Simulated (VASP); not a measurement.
A run of VASP 6.6.1 is set up as follows.

File INCAR:

```
PREC = Accurate ; ENCUT = 520
EDIFF = 1E-7 ; ISMEAR = -1
SIGMA = 0.08 ; LREAL = F
LASPH = T ; NELM = 150
ALGO = Normal ; ISIF = 2
LWAVE = F ; LCHARG = F
ISPIN = 2 ; MAGMOM = 4 0
LORBIT = 11 ; LMAXMIX = 4
GGA = PE ; NBANDS = 20
```

Contents of KPOINTS:

```
regular mesh
0
Gamma
  12 12 12
```

File POSCAR:

```
MnSb
1.0
    0.0000000000      2.7379588472      2.7379588472
    2.7379588472      0.0000000000      2.7379588472
    2.7379588472      2.7379588472      0.0000000000
Mn Sb
1 1
Direct
    0.0000000000      0.0000000000      0.0000000000
    0.5000000000      0.5000000000      0.5000000000
```

Potentials or basis: VASP PAW PBE potentials, release 64 (Mn_pv, Sb).

The run is started by

```bash
$ cat potpaw_PBE.64/Mn_pv/POTCAR potpaw_PBE.64/Sb/POTCAR > POTCAR
$ mpirun -np 1 vasp_std > vasp.out
```

(1) Predict the net moment.

(2) What does it give for the site moments?

(3) Estimate the pressure.

Answers

(1) 3.71 μB per cell.

(2) Mn +3.63; Sb -0.09 μB.

(3) 3.7 GPa.

Caveat: a cell with one magnetic atom can't hold antiferromagnetic order, which such compounds often take.
